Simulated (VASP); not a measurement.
Here is a VASP 6.6.1 calculation.

File INCAR:

```
ALGO = Normal ; EDIFF = 1E-6
ENCUT = 520 ; GGA = PS
ISIF = 2 ; ISMEAR = -1
LASPH = True ; LCHARG = False
LREAL = False ; LWAVE = False
NBANDS = 18 ; NELM = 60
PREC = Accurate ; SIGMA = 0.1
```

KPOINTS

```
k-points
0
Gamma
  14 14 8
```

File POSCAR:

```
Au
1.0
    2.8257790013      0.0000000000      0.0000000000
   -1.4128895006      2.4471964006      0.0000000000
    0.0000000000      0.0000000000      4.7251796755
Au
2
Direct
    0.3333333333      0.6666666667      0.2500000000
    0.6666666667      0.3333333333      0.7500000000
```

Potentials or basis: VASP PAW PBE potentials, release 64 (Au).

Launch:

```bash
$ cat potpaw_PBE.64/Au/POTCAR > POTCAR
$ mpirun -np 1 vasp_std > vasp.out
```

Problem. Estimate the band gap on the k mesh.

Solution. Zero (band 11 reaches 14.02 eV, above the bottom of band 12 at 7.27 eV).

Problem. Estimate the pressure.

Solution. 7.8 GPa.

Stress tensor (GPa, compression positive):
```
7.80 0.00 0.00
0.00 7.80 0.00
0.00 0.00 7.67
```

Caveat: the PAW data sets were made with another functional, which shifts forces and pressure a little; spin-orbit coupling is left out, which moves the levels of the heavy elements.
